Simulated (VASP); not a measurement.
# Re (P6_3/mmc) in VASP: a series of runs, part 2 of 3

VASP 6.6.1.

## (3) Single point, LDA

INCAR reads:

```
SYSTEM = Re
PREC = Accurate ; ENCUT = 600
EDIFF = 1E-6 ; ISMEAR = 0
SIGMA = 0.1 ; LREAL = .FALSE.
LASPH = .TRUE. ; NELM = 120
ALGO = Normal ; ISIF = 2
LWAVE = .FALSE. ; LCHARG = .FALSE.
NBANDS = 22 ; GGA_COMPAT = .FALSE.
```

KPOINTS reads:

```
regular mesh
0
G
  18 18 6
  0 0 0
```

POSCAR reads:

```
Re
1.0
    2.7767253403      0.0000000000      0.0000000000
   -1.3883626701      2.4047146840      0.0000000000
    0.0000000000      0.0000000000      8.9505499596
Re
4
Direct
    0.0000000000      0.0000000000      0.0000000000
    0.3333333333      0.6666666667      0.2500000000
    0.0000000000      0.0000000000      0.5000000000
    0.6666666667      0.3333333333      0.7500000000
```

Potentials or basis: VASP PAW LDA potentials, release 64 (Re).

Run with:

```bash
$ cat potpaw_LDA.64/Re/POTCAR > POTCAR
$ mpirun -np 1 vasp_std > vasp.out
```

OUTCAR:

```text
SYSTEM = Re
   PREC = Accurate
   ENCUT = 600
   EDIFF = 1E-6
   ISMEAR = 0
   LREAL = .FALSE.
   LASPH = .TRUE.
   NELM = 120
   ISIF = 2

 ion  position               nearest neighbor table
   1  0.000  0.000  0.000-   2 2.75   4 2.75   2 2.75   4 2.75   4 2.75   2 2.75
   2  0.333  0.667  0.250-   1 2.75   3 2.75   1 2.75   3 2.75   1 2.75   3 2.75
   3  0.000  0.000  0.500-   2 2.75   4 2.75   2 2.75   4 2.75   4 2.75   2 2.75
   4  0.667  0.333  0.750-   1 2.75   3 2.75   1 2.75   3 2.75   1 2.75   3 2.75

  LATTYP: Found a hexagonal cell.
 ALAT       =     2.7767253403
 C/A-ratio  =     3.2234192665

  Lattice vectors:

 A1 = (   2.7767253403,   0.0000000000,   0.0000000000)
 A2 = (  -1.3883626701,   2.4047146840,   0.0000000000)
 A3 = (   0.0000000000,   0.0000000000,   8.9505499596)

Analysis of symmetry for initial positions (statically):
=====================================================================
 Subroutine PRICEL returns:
 Original cell was already a primitive cell.

 Routine SETGRP: Setting up the symmetry group for a
 hexagonal supercell.

 Subroutine GETGRP returns: Found 24 space group operations
 (whereof 12 operations were pure point group operations)
 out of a pool of 24 trial point group operations.

The static configuration has the point symmetry D_3d.
 The point group associated with its full space group is D_6h.

Analysis of symmetry for dynamics (positions and initial velocities):
=====================================================================
 Subroutine PRICEL returns:
 Original cell was already a primitive cell.

 Routine SETGRP: Setting up the symmetry group for a
 hexagonal supercell.

 Subroutine GETGRP returns: Found 24 space group operations
 (whereof 12 operations were pure point group operations)
 out of a pool of 24 trial point group operations.

The dynamic configuration has the point symmetry D_3d.
 The point group associated with its full space group is D_6h.

 Subroutine INISYM returns: Found 24 space group operations
 (whereof 12 operations are pure point group operations),
 and found     1 'primitive' translations

----------------------------------------------------------------------------------------

                                     Primitive cell

  volume of cell :      59.7649

  direct lattice vectors                    reciprocal lattice vectors
     2.776725340  0.000000000  0.000000000     0.360136448  0.207924875  0.000000000
    -1.388362670  2.404714684  0.000000000     0.000000000  0.415849750  0.000000000
     0.000000000  0.000000000  8.950549960     0.000000000  0.000000000  0.111724978

  length of vectors
     2.776725340  2.776725340  8.950549960     0.415849750  0.415849750  0.111724978

  position of ions in fractional coordinates (direct lattice)
     0.000000000  0.000000000  0.000000000
     0.333333333  0.666666667  0.250000000
     0.000000000  0.000000000  0.500000000
     0.666666667  0.333333333  0.750000000

  ion indices of the primitive-cell ions
   primitive index   ion index
                 1           1
                 2           2
                 3           3
                 4           4

----------------------------------------------------------------------------------------

[... 25 lines left out ...]
            Coordinates               Weight
  0.000000  0.000000  0.000000      1.000000
  0.055556 -0.000000  0.000000      6.000000
  0.111111 -0.000000  0.000000      6.000000
  0.166667 -0.000000  0.000000      6.000000
  0.222222 -0.000000  0.000000      6.000000
  0.277778 -0.000000  0.000000      6.000000
[... 16 lines left out ...]
  0.333333  0.111111  0.000000     12.000000
  0.388889  0.111111  0.000000     12.000000
 [... further k-points ...]
   k-points           NKPTS =    148   k-points in BZ     NKDIM =    148   number of bands    NBANDS=     22
   number of dos      NEDOS =    301   number of ions     NIONS =      4
   total plane-waves  NPLWV =  41472
   dimension x,y,z NGX =    24 NGY =   24 NGZ =   72
   dimension x,y,z NGXF=    48 NGYF=   48 NGZF=  144
   ions per type =               4
   NGX,Y,Z   is equivalent  to a cutoff of  14.37, 14.37, 13.37 a.u.
   NGXF,Y,Z  is equivalent  to a cutoff of  28.74, 28.74, 26.75 a.u.
 SYSTEM =  Re
   PREC   = accura    normal or accurate (medium, high low for compatibility)
   ISTART =      0    job   : 0-new  1-cont  2-samecut
   ICHARG =      2    charge: 1-file 2-atom 10-const
   ISPIN  =      1    spin polarized calculation?
   LNONCOLLINEAR =      F non collinear calculations
   LSORBIT =      F    spin-orbit coupling
   LASPH  =      T    aspherical Exc in radial PAW
   ENCUT  =  600.0 eV  44.10 Ry    6.64 a.u.   5.55  5.55 17.88*2*pi/ulx,y,z
   NELM   =    120;   NELMIN=  2; NELMDL= -5     # of ELM steps
   EDIFF  = 0.1E-05   stopping-criterion for ELM
   LREAL  =      F    real-space projection
   EDIFFG = 0.1E-04   stopping-criterion for IOM
   NSW    =      0    number of steps for IOM
   IBRION =     -1    ionic relax: 0-MD 1-quasi-New 2-CG
   NFREE  =      0    steps in history (QN), initial steepest desc. (CG)
   ISIF   =      2    stress and relaxation
   ISYM   =      2    0-nonsym 1-usesym 2-fastsym
   POTIM  = 0.5000    time-step for ionic-motion
   TEBEG  =    0.0;   TEEND  =   0.0 temperature during run
   PSTRESS=    0.0 pullay stress
   NELECT =      28.0000    total number of electrons
   NUPDOWN=      -1.0000    fix difference up-down
   EMIN   =  10.00;   EMAX   =-10.00  energy-range for DOS
   EFERMI =   0.00;   METHOD = LEGACY
   ISMEAR =     0;   SIGMA  =   0.10  broadening in eV -4-tet -1-fermi 0-gaus
   EFERMI_NEDOS =   21; number of points for ismear=-14 and -15
   IALGO  =     38    algorithm
   IMIX   =      4    mixing-type and parameters
     AMIX     =   0.40;   BMIX     =  1.00
     AMIX_MAG =   1.60;   BMIX_MAG =  1.00
  volume/ion in A,a.u.               =      14.94       100.83
  Fermi-wavevector in a.u.,A,eV,Ry     =   1.271488  2.402763 21.996274  1.616681
  Thomas-Fermi vector in A             =   2.404418
   LORBIT       =      0    0 simple, 1 ext, 2 COOP (PROOUT), +10 PAW based schemes
   GGA     = CA    functional components
   LHFCALC =     F    Hartree Fock is set to
   AEXX    =    0.0000 exact exchange contribution
   IVDW    =     0    specifies the selected vdW correction
   LEPSILON=     F    determine dielectric tensor
   LRPA    =     F    only Hartree local field effects (RPA)
 non-spin polarized calculation
 Gauss-broadening in eV      SIGMA  =   0.10
  energy-cutoff  :      600.00
  volume of cell :       59.76
 maximum number of plane-waves:      2040
 NGX is ok and might be reduce to    24
   NGX = 11   NGY = 11   NGZ = 35

 number of electron      28.0000000 magnetization

 Free energy of the ion-electron system (eV)
  ---------------------------------------------------
  ext. energy  EPLUGINS =         0.00000000
  ---------------------------------------------------
  free energy    TOTEN  =       -54.96890276 eV

  energy without entropy =      -54.95626214  energy(sigma->0) =      -54.96258245

 E-fermi :   7.7579     XC(G=0): -13.7591

 val. band max:        7.7537789297   @ k =   0.3889  -0.0000   0.0000
 cond. band min:       7.7618621155   @ k =   0.1667  -0.0000   0.1667
 fundamental gap:      0.0080831859
 Fermi energy:         7.7578980219

 k-point     1 :       0.0000    0.0000    0.0000
  band No.  band energies     occupation
      1      -2.0349      2.00000
      2       0.2541      2.00000
      3       0.3236      2.00000
      4       1.1772      2.00000
      5       5.2702      2.00000
      6       5.3653      2.00000
[... 589 lines left out ...]
     21      12.5328      0.00000
     22      13.3921      0.00000

 [... further k-points ...]

------------------------ aborting loop because EDIFF is reached ----------------------------------------

  FORCE on cell =-STRESS in cart. coord.  units (eV):
  Direction    XX          YY          ZZ          XY          YZ          ZX
  --------------------------------------------------------------------------------------
  -------------------------------------------------------------------------------------
  Total       -5.2906359     -5.2906359     -5.5688695     -0.0000000      0.0000000     -0.0000000
  in kB     -141.8313555   -141.8313555   -149.2902431     -0.0000000      0.0000000     -0.0000000
  external PRESSURE =    -144.3176513 kB  Pullay stress =       0.0000000 kB

 VOLUME and BASIS-vectors are now :
 -----------------------------------------------------------------------------
  energy-cutoff  :      600.00
  volume of cell :       59.76
      direct lattice vectors                 reciprocal lattice vectors
     2.776725340  0.000000000  0.000000000     0.360136448  0.207924875  0.000000000
    -1.388362670  2.404714684  0.000000000     0.000000000  0.415849750  0.000000000
     0.000000000  0.000000000  8.950549960     0.000000000  0.000000000  0.111724978

 POSITION                                       TOTAL-FORCE (eV/Angst)
 -----------------------------------------------------------------------------------
      0.00000      0.00000      0.00000         0.000000      0.000000     -0.000000
     -0.00000      1.60314      2.23764        -0.000000      0.000000      0.000000
      0.00000      0.00000      4.47527         0.000000      0.000000     -0.000000
      1.38836      0.80157      6.71291         0.000000     -0.000000     -0.000000
 -----------------------------------------------------------------------------------
    total drift:                               -0.000000      0.000000      0.000000

  FREE ENERGIE OF THE ION-ELECTRON SYSTEM (eV)
  ---------------------------------------------------
  free  energy   TOTEN  =       -54.9689027642 eV

  energy  without entropy=      -54.9562621438  energy(sigma->0) =      -54.96258245
```

OSZICAR:

```text
N       E                     dE             d eps       ncg     rms          rms(c)
DAV:   1     0.384646454032E+03    0.38465E+03   -0.11318E+04  6992   0.145E+03
DAV:   2    -0.160672930584E+02   -0.40071E+03   -0.37142E+03  9362   0.781E+02
DAV:   3    -0.539775517910E+02   -0.37910E+02   -0.33373E+02 10424   0.269E+02
DAV:   4    -0.578146801384E+02   -0.38371E+01   -0.34074E+01 11564   0.735E+01
DAV:   5    -0.579822123495E+02   -0.16753E+00   -0.16205E+00 10990   0.155E+01    0.584E+01
DAV:   6    -0.556851682193E+02    0.22970E+01   -0.25907E+00 11064   0.207E+01    0.239E+01
DAV:   7    -0.549921907405E+02    0.69298E+00   -0.15948E+00 11316   0.158E+01    0.776E-01
DAV:   8    -0.549783370278E+02    0.13854E-01   -0.57116E-02 11776   0.326E+00    0.553E-01
DAV:   9    -0.549696462130E+02    0.86908E-02   -0.17790E-02 12402   0.200E+00    0.316E-01
DAV:  10    -0.549691246467E+02    0.52157E-03   -0.14572E-03 10802   0.320E-01    0.218E-01
DAV:  11    -0.549689026876E+02    0.22196E-03   -0.75731E-04 12344   0.412E-01    0.425E-02
DAV:  12    -0.549689030878E+02   -0.40017E-06   -0.72705E-05 10876   0.875E-02    0.237E-02
DAV:  13    -0.549689027642E+02    0.32357E-06   -0.12274E-06  6392   0.208E-02
   1 F= -.54968903E+02 E0= -.54962582E+02  d E =-.126406E-01
```

It took 8.3 min on 1 thread of Oxide Virtual Turin-like, shared host; peak memory 0.27 GiB.

Results:

```
Free energy            : -54.9689 eV
Pressure               : -14.4 GPa
Band gap on the k mesh : zero (bands 14 and 15 overlap by 2.54 eV)
```

Stress tensor (GPa, compression positive):
```
-14.18   0.00   0.00
  0.00 -14.18   0.00
  0.00   0.00 -14.93
```

Levels at points of the mesh, in eV from the Fermi level:
| k point | band 11 | band 12 | band 13 | band 14 | band 15 | band 16 | band 17 | band 18 |
| --- | --- | --- | --- | --- | --- | --- | --- | --- |
| (0.00, 0.00, 0.00) | -1.61 | -1.24 | -1.24 | -1.13 | -1.13 | 0.57 | 0.57 | 0.62 |
| (0.50, 0.00, 0.00) | -0.80 | 0.27 | 0.27 | 1.21 | 2.17 | 3.77 | 3.79 | 3.94 |
| (0.00, 0.00, 0.50) | -1.46 | -1.46 | -1.46 | -1.46 | -1.03 | -1.03 | 1.10 | 1.10 |
| (0.50, 0.00, 0.50) | -0.61 | -0.61 | 0.30 | 0.30 | 2.63 | 2.63 | 3.84 | 3.84 |

Caveat: the cell stands under tension; spin-orbit coupling is left out, which moves the levels of the heavy elements.

## (4) Single point, r2SCAN

POSCAR is that of step 3.

INCAR.step1 reads:

```
SYSTEM = Re
PREC = Accurate
ENCUT = 660
ISMEAR = 0
SIGMA = 0.1
LREAL = .FALSE.
LASPH = .TRUE.
NELM = 120
NBANDS = 22
GGA = PE
ALGO = Normal
EDIFF = 1E-5
LWAVE = .TRUE.
LCHARG = .FALSE.
GGA_COMPAT = .FALSE.
```

INCAR.step2 reads:

```
SYSTEM = Re
PREC = Accurate
ENCUT = 660
EDIFF = 1E-6
ISMEAR = 0
SIGMA = 0.1
LREAL = .FALSE.
LASPH = .TRUE.
NELM = 120
ALGO = Normal
ISIF = 2
LWAVE = .FALSE.
LCHARG = .TRUE.
METAGGA = R2SCAN
LMIXTAU = .TRUE.
LELF = .TRUE.
LVHAR = .TRUE.
NBANDS = 22
ISTART = 1
GGA_COMPAT = .FALSE.
```

KPOINTS reads:

```
Automatic mesh
0
G
  18 18 6
  0 0 0
```

Potentials or basis: VASP PAW PBE potentials, release 64 (Re).

Run with:

```bash
$ cat potpaw_PBE.64/Re/POTCAR > POTCAR
$ cp INCAR.step1 INCAR
$ mpirun -np 1 vasp_std > vasp.out
$ cp INCAR.step2 INCAR
$ mpirun -np 1 vasp_std > vasp.out
```

Run time: 42 min. Hardware: 1 thread of Oxide Virtual Turin-like, shared host; peak memory 0.33 GiB.

Results (log left out):

* Free energy: -209.8057 eV
* Pressure: -6.4 GPa
* Band gap on the k mesh: zero (bands 14 and 15 overlap by 2.58 eV)

Stress tensor (GPa, compression positive):
```
-6.42  0.00  0.00
 0.00 -6.42  0.00
 0.00  0.00 -6.23
```

Levels at points of the mesh, in eV from the Fermi level:
```tsv
k point	band 10	band 11	band 12	band 13	band 14	band 15	band 16	band 17	band 18	band 19
(0.00, 0.00, 0.00)	-1.96	-1.66	-1.26	-1.26	-1.16	-1.16	0.42	0.67	0.67	1.54
(0.50, 0.00, 0.00)	-2.08	-0.86	0.31	0.34	1.05	2.05	3.94	3.99	4.12	4.18
(0.00, 0.00, 0.50)	-1.77	-1.50	-1.50	-1.50	-1.50	-1.23	-1.23	1.21	1.21	1.21
(0.50, 0.00, 0.50)	-1.45	-0.77	-0.77	0.21	0.21	2.77	2.77	4.00	4.00	4.40
```

Caveat: the cell stands under tension; the PAW data sets were made with another functional, which shifts forces and pressure a little; spin-orbit coupling is left out, which moves the levels of the heavy elements.

(Part 2 of 3 ends here.)

The gap in the log of VASP goes by the Fermi energy; the results here count the filled bands.